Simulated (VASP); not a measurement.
# SrTiO3 (I4/mcm) in VASP: single point with PBE+U

Aim: the single point of SrTiO3 with PBE+U.

Program: VASP 6.6.1. These are calculated values, not measurements. Logs are shortened: lines on timing, memory, paths and dates and some standing lists are left out, and cuts for length are marked.

## Step 1: The cell of the first run

It takes space group I4/mcm (No. 140, tetragonal). The conventional cell has a = 5.564 Å, b = 5.564 Å, c = 7.927 Å, α = 90.00°, β = 90.00°, γ = 90.00°. Within 3.5 Å of Sr (site symmetry -42m) lie 12 O at 2.64 to 2.95 Å and 8 Ti at 3.42 Å. Within 2.6 Å of Ti (site symmetry 4/m) lie 6 O at 1.98 Å. O (site symmetry 422) has 2 Ti at 1.98 Å within 2.6 Å. Within 2.6 Å of O (site symmetry m2m) lie 2 Ti at 1.98 Å.

## Step 2: Single point, PBE+U

Contents of INCAR:

```
PREC = Accurate ; ENCUT = 520
EDIFF = 1E-6 ; ISMEAR = 0
SIGMA = 0.05 ; LREAL = False
LASPH = True ; NELM = 150
ALGO = Normal ; ISIF = 2
LWAVE = False ; LCHARG = False
LMAXMIX = 4 ; LDAU = True
LDAUTYPE = 2 ; LDAUL = -1 2 -1
LDAUU = 0 4 0 ; LDAUJ = 0 0 0
LDAUPRINT = 1 ; GGA = PE
NBANDS = 51
```

Contents of KPOINTS:

```
regular mesh
0
Gamma
  6 6 6
```

Contents of POSCAR:

```
SrTiO3
1.0
   -2.7819604969      2.7819604969      3.9634572565
    2.7819604969     -2.7819604969      3.9634572565
    2.7819604969      2.7819604969     -3.9634572565
Sr Ti O
2 2 6
Direct
    0.7500000000      0.2500000000      0.5000000000
    0.2500000000      0.7500000000      0.5000000000
    0.0000000000      0.0000000000      0.0000000000
    0.5000000000      0.5000000000      0.0000000000
    0.2500000000      0.2500000000      0.0000000000
    0.7500000000      0.7500000000      0.0000000000
    0.7223702783      0.2223702783      0.9447405566
    0.2223702783      0.2776297217      0.5000000000
    0.2776297217      0.7776297217      0.0552594434
    0.7776297217      0.7223702783      0.5000000000
```

Potentials or basis: VASP PAW PBE potentials, release 64 (Sr_sv, Ti_sv, O).

Command:

```sh
cat potpaw_PBE.64/Sr_sv/POTCAR potpaw_PBE.64/Ti_sv/POTCAR potpaw_PBE.64/O/POTCAR > POTCAR
mpirun -np 1 vasp_std > vasp.out
```

OUTCAR:

```text
PREC = Accurate
   ENCUT = 520
   EDIFF = 1E-6
   ISMEAR = 0
   LREAL = False
   LASPH = True
   NELM = 150
   ISIF = 2
   GGA = PE

 ion  position               nearest neighbor table
   1  0.750  0.250  0.500-   9 2.64   8 2.64  10 2.64   7 2.64   5 2.78   6 2.78   6 2.78   5 2.78
                             7 2.95   9 2.95   8 2.95  10 2.95   4 3.42   3 3.42   4 3.42   4 3.42
   2  0.250  0.750  0.500-   7 2.64   8 2.64  10 2.64   9 2.64   5 2.78   6 2.78   5 2.78   6 2.78
                             9 2.95   7 2.95  10 2.95   8 2.95   4 3.42   3 3.42   4 3.42   3 3.42
   3  0.000  0.000  0.000-   7 1.98   9 1.98   8 1.98  10 1.98   5 1.98   6 1.98   1 3.42   2 3.42
                             1 3.42   1 3.42   2 3.42   2 3.42   1 3.42   2 3.42
   4  0.500  0.500  0.000-   7 1.98   9 1.98  10 1.98   8 1.98   5 1.98   6 1.98   1 3.42   2 3.42
                             2 3.42   1 3.42   2 3.42   1 3.42   2 3.42   1 3.42
   5  0.250  0.250  0.000-   3 1.98   4 1.98   1 2.78   2 2.78   2 2.78   1 2.78
   6  0.750  0.750  0.000-   3 1.98   4 1.98   1 2.78   2 2.78   1 2.78   2 2.78
   7  0.722  0.222  0.945-   3 1.98   4 1.98   2 2.64   1 2.64   1 2.95   2 2.95
   8  0.222  0.278  0.500-   4 1.98   3 1.98   1 2.64   2 2.64   1 2.95   2 2.95
   9  0.278  0.778  0.055-   3 1.98   4 1.98   1 2.64   2 2.64   2 2.95   1 2.95
  10  0.778  0.722  0.500-   3 1.98   4 1.98   1 2.64   2 2.64   1 2.95   2 2.95

  LATTYP: Found a body centered tetragonal cell.
 ALAT       =     5.5639209938
 C/A-ratio  =     1.4246993302

  Lattice vectors:

 A1 = (  -2.7819604969,   2.7819604969,   3.9634572565)
 A2 = (   2.7819604969,  -2.7819604969,   3.9634572565)
 A3 = (   2.7819604969,   2.7819604969,  -3.9634572565)

Analysis of symmetry for initial positions (statically):
=====================================================================
 Subroutine PRICEL returns:
 Original cell was already a primitive cell.

 Routine SETGRP: Setting up the symmetry group for a
 body centered tetragonal supercell.

 Subroutine GETGRP returns: Found 16 space group operations
 (whereof  8 operations were pure point group operations)
 out of a pool of 16 trial point group operations.

The static configuration has the point symmetry C_4h.
 The point group associated with its full space group is D_4h.

Analysis of symmetry for dynamics (positions and initial velocities):
=====================================================================
 Subroutine PRICEL returns:
 Original cell was already a primitive cell.

 Routine SETGRP: Setting up the symmetry group for a
 body centered tetragonal supercell.

 Subroutine GETGRP returns: Found 16 space group operations
 (whereof  8 operations were pure point group operations)
 out of a pool of 16 trial point group operations.

The dynamic configuration has the point symmetry C_4h.
 The point group associated with its full space group is D_4h.

 Subroutine INISYM returns: Found 16 space group operations
 (whereof  8 operations are pure point group operations),
 and found     1 'primitive' translations

----------------------------------------------------------------------------------------

                                     Primitive cell

  volume of cell :     122.6976

  direct lattice vectors                    reciprocal lattice vectors
    -2.781960497  2.781960497  3.963457256     0.000000000  0.179729367  0.126152490
     2.781960497 -2.781960497  3.963457256     0.179729367  0.000000000  0.126152490
     2.781960497  2.781960497 -3.963457256     0.179729367  0.179729367  0.000000000

  length of vectors
     5.584586094  5.584586094  5.584586094     0.219583916  0.219583916  0.254175709

[... 142 lines left out ...]

spin component  1

  0.2420  0.0000  0.0000  0.0000  0.0264
  0.0000  0.1015 -0.0000  0.0000 -0.0000
  0.0000 -0.0000  0.2450  0.0000 -0.0000
  0.0000  0.0000  0.0000  0.1015  0.0000
  0.0264 -0.0000 -0.0000  0.0000  0.1071

spin component  2

  0.2420  0.0000  0.0000  0.0000  0.0264
  0.0000  0.1015 -0.0000  0.0000 -0.0000
  0.0000 -0.0000  0.2450  0.0000 -0.0000
  0.0000  0.0000  0.0000  0.1015  0.0000
  0.0264 -0.0000 -0.0000  0.0000  0.1071

 occupancies and eigenvectors

  o =  0.1015  v =  0.0000 -0.0000  0.0000  1.0000 -0.0000  0.0000  0.0000  0.0000  0.0000  0.0000      0.0000  0.0000  0.0000  0.0000  0.0000  0.0000  0.0000  0.0000  0.0000  0.0000
  o =  0.1015  v =  0.0000 -1.0000 -0.0000 -0.0000  0.0000  0.0000  0.0000  0.0000  0.0000  0.0000      0.0000  0.0000  0.0000  0.0000  0.0000  0.0000  0.0000  0.0000  0.0000  0.0000
  o =  0.1015  v =  0.0000  0.0000  0.0000  0.0000  0.0000  0.0000 -0.0000  0.0000  1.0000 -0.0000      0.0000  0.0000  0.0000  0.0000  0.0000  0.0000  0.0000  0.0000  0.0000  0.0000
  o =  0.1015  v =  0.0000  0.0000  0.0000  0.0000  0.0000  0.0000 -1.0000 -0.0000 -0.0000  0.0000      0.0000  0.0000  0.0000  0.0000  0.0000  0.0000  0.0000  0.0000  0.0000  0.0000
  o =  0.1021  v = -0.1854  0.0000  0.0000  0.0000  0.9827  0.0000  0.0000  0.0000  0.0000  0.0000      0.0000  0.0000  0.0000  0.0000  0.0000  0.0000  0.0000  0.0000  0.0000  0.0000
  o =  0.1021  v =  0.0000  0.0000  0.0000  0.0000  0.0000 -0.1854  0.0000  0.0000  0.0000  0.9827      0.0000  0.0000  0.0000  0.0000  0.0000  0.0000  0.0000  0.0000  0.0000  0.0000
  o =  0.2450  v =  0.0000  0.0000  0.0000  0.0000  0.0000  0.0000 -0.0000  1.0000  0.0000 -0.0000      0.0000  0.0000  0.0000  0.0000  0.0000  0.0000  0.0000  0.0000  0.0000  0.0000
  o =  0.2450  v =  0.0000 -0.0000  1.0000  0.0000 -0.0000  0.0000  0.0000  0.0000  0.0000  0.0000      0.0000  0.0000  0.0000  0.0000  0.0000  0.0000  0.0000  0.0000  0.0000  0.0000
  o =  0.2470  v =  0.0000  0.0000  0.0000  0.0000  0.0000 -0.9827  0.0000  0.0000 -0.0000 -0.1854      0.0000  0.0000  0.0000  0.0000  0.0000  0.0000  0.0000  0.0000  0.0000  0.0000
  o =  0.2470  v = -0.9827  0.0000  0.0000 -0.0000 -0.1854  0.0000  0.0000  0.0000  0.0000  0.0000      0.0000  0.0000  0.0000  0.0000  0.0000  0.0000  0.0000  0.0000  0.0000  0.0000

atom =   4  type =  2  l = 2

 onsite density matrix

spin component  1

  0.2420  0.0000 -0.0000  0.0000 -0.0264
  0.0000  0.1015 -0.0000 -0.0000  0.0000
 -0.0000 -0.0000  0.2450  0.0000  0.0000
  0.0000 -0.0000  0.0000  0.1015  0.0000
 -0.0264  0.0000  0.0000  0.0000  0.1071

spin component  2

  0.2420  0.0000 -0.0000  0.0000 -0.0264
  0.0000  0.1015 -0.0000 -0.0000  0.0000
 -0.0000 -0.0000  0.2450  0.0000  0.0000
  0.0000 -0.0000  0.0000  0.1015  0.0000
 -0.0264  0.0000  0.0000  0.0000  0.1071

 occupancies and eigenvectors

  o =  0.1015  v =  0.0000  0.0000 -0.0000  1.0000  0.0000  0.0000  0.0000  0.0000  0.0000  0.0000      0.0000  0.0000  0.0000  0.0000  0.0000  0.0000  0.0000  0.0000  0.0000  0.0000
  o =  0.1015  v =  0.0000  1.0000  0.0000 -0.0000  0.0000  0.0000  0.0000  0.0000  0.0000  0.0000      0.0000  0.0000  0.0000  0.0000  0.0000  0.0000  0.0000  0.0000  0.0000  0.0000
  o =  0.1015  v =  0.0000  0.0000  0.0000  0.0000  0.0000  0.0000  0.0000 -0.0000  1.0000  0.0000      0.0000  0.0000  0.0000  0.0000  0.0000  0.0000  0.0000  0.0000  0.0000  0.0000
  o =  0.1015  v =  0.0000  0.0000  0.0000  0.0000  0.0000  0.0000  1.0000  0.0000 -0.0000  0.0000      0.0000  0.0000  0.0000  0.0000  0.0000  0.0000  0.0000  0.0000  0.0000  0.0000
  o =  0.1021  v = -0.1854  0.0000 -0.0000  0.0000 -0.9827  0.0000  0.0000  0.0000  0.0000  0.0000      0.0000  0.0000  0.0000  0.0000  0.0000  0.0000  0.0000  0.0000  0.0000  0.0000
  o =  0.1021  v =  0.0000  0.0000  0.0000  0.0000  0.0000 -0.1854  0.0000 -0.0000  0.0000 -0.9827      0.0000  0.0000  0.0000  0.0000  0.0000  0.0000  0.0000  0.0000  0.0000  0.0000
  o =  0.2450  v =  0.0000  0.0000  0.0000  0.0000  0.0000  0.0000 -0.0000  1.0000  0.0000 -0.0000      0.0000  0.0000  0.0000  0.0000  0.0000  0.0000  0.0000  0.0000  0.0000  0.0000
  o =  0.2450  v =  0.0000 -0.0000  1.0000  0.0000 -0.0000  0.0000  0.0000  0.0000  0.0000  0.0000      0.0000  0.0000  0.0000  0.0000  0.0000  0.0000  0.0000  0.0000  0.0000  0.0000
  o =  0.2470  v =  0.0000  0.0000  0.0000  0.0000  0.0000 -0.9827  0.0000  0.0000 -0.0000  0.1854      0.0000  0.0000  0.0000  0.0000  0.0000  0.0000  0.0000  0.0000  0.0000  0.0000
  o =  0.2470  v = -0.9827  0.0000  0.0000 -0.0000  0.1854  0.0000  0.0000  0.0000  0.0000  0.0000      0.0000  0.0000  0.0000  0.0000  0.0000  0.0000  0.0000  0.0000  0.0000  0.0000

 number of electron      80.0000016 magnetization

 Free energy of the ion-electron system (eV)
  ---------------------------------------------------
  ext. energy  EPLUGINS =         0.00000000
  ---------------------------------------------------
  free energy    TOTEN  =       -74.83314366 eV

  energy without entropy =      -74.83314366  energy(sigma->0) =      -74.83314366

 E-fermi :   4.3215     XC(G=0): -11.1229

 val. band max:        3.9254319811   @ k =  -0.1667   0.1667   0.0000
 cond. band min:       6.3482513994   @ k =   0.0000   0.0000   0.0000
 fundamental gap:      2.4228194183
 Fermi energy:         4.3214575145

 k-point     1 :       0.0000    0.0000    0.0000
  band No.  band energies     occupation
      1     -53.6713      2.00000
      2     -53.6678      2.00000
      3     -29.8928      2.00000
      4     -29.8890      2.00000
      5     -29.8890      2.00000
      6     -29.8473      2.00000
[... 1285 lines left out ...]
     50      10.3897      0.00000
     51      10.6200      0.00000

 [... further k-points ...]
[... 5 lines left out ...]
  --------------------------------------------------------------------------------------
  -------------------------------------------------------------------------------------
  Total        2.0136750      2.0136750      2.0001000      0.0000000      0.0000000      0.0000000
  in kB       26.2944363     26.2944363     26.1171755      0.0000000      0.0000000      0.0000000
  external PRESSURE =      26.2353493 kB  Pullay stress =       0.0000000 kB

 VOLUME and BASIS-vectors are now :
 -----------------------------------------------------------------------------
  energy-cutoff  :      520.00
  volume of cell :      122.70
      direct lattice vectors                 reciprocal lattice vectors
    -2.781960497  2.781960497  3.963457256     0.000000000  0.179729367  0.126152490
     2.781960497 -2.781960497  3.963457256     0.179729367  0.000000000  0.126152490
     2.781960497  2.781960497 -3.963457256     0.179729367  0.179729367  0.000000000

 POSITION                                       TOTAL-FORCE (eV/Angst)
 -----------------------------------------------------------------------------------
      0.00000      2.78196      1.98173         0.000000     -0.000000     -0.000000
      2.78196      0.00000      1.98173        -0.000000      0.000000     -0.000000
      0.00000      0.00000      0.00000         0.000000      0.000000     -0.000000
      0.00000      0.00000      3.96346        -0.000000     -0.000000     -0.000000
      0.00000      0.00000      1.98173         0.000000     -0.000000     -0.000000
      0.00000      0.00000      5.94519        -0.000000      0.000000     -0.000000
      1.23725      4.01921     -0.00000        -0.008573     -0.008573     -0.000000
      1.54471      1.23725      0.00000         0.008573     -0.008573      0.000000
      1.54471     -1.23725      3.96346         0.008573      0.008573      0.000000
      1.23725      1.54471      3.96346        -0.008573      0.008573     -0.000000
 -----------------------------------------------------------------------------------
    total drift:                               -0.000000     -0.000000      0.000000

  FREE ENERGIE OF THE ION-ELECTRON SYSTEM (eV)
  ---------------------------------------------------
  free  energy   TOTEN  =       -74.8331436578 eV

  energy  without entropy=      -74.8331436578  energy(sigma->0) =      -74.83314366
```

Wall time 4.2 min (1 thread of AMD EPYC 7R43 (Zen 3), shared host); peak memory 0.3 GiB.

What came out:

```yaml
Free_energy: -74.8331 eV
Pressure: 2.6 GPa
Largest_force: 0.012 eV/Å
Band_gap_on_the_k_mesh: 2.42 eV, indirect (least direct gap 2.43 eV)
```

Forces in eV/Å, atoms in the order of the input:
```
Sr   0.000  0.000  0.000
Sr   0.000  0.000  0.000
Ti   0.000  0.000  0.000
Ti   0.000  0.000  0.000
O    0.000  0.000  0.000
O    0.000  0.000  0.000
O   -0.009 -0.009  0.000
O    0.009 -0.009  0.000
O    0.009  0.009  0.000
O   -0.009  0.009  0.000
```

Eigenvalues of the final occupation matrices:
| site | spin | trace | eigenvalues |
| --- | --- | --- | --- |
| site 3 d | 1 | 0.80 | 0.10 0.10 0.10 0.24 0.25 |
| site 3 d | 2 | 0.80 | 0.10 0.10 0.10 0.24 0.25 |
| site 4 d | 1 | 0.80 | 0.10 0.10 0.10 0.24 0.25 |
| site 4 d | 2 | 0.80 | 0.10 0.10 0.10 0.24 0.25 |

A k mesh can miss the band edges.
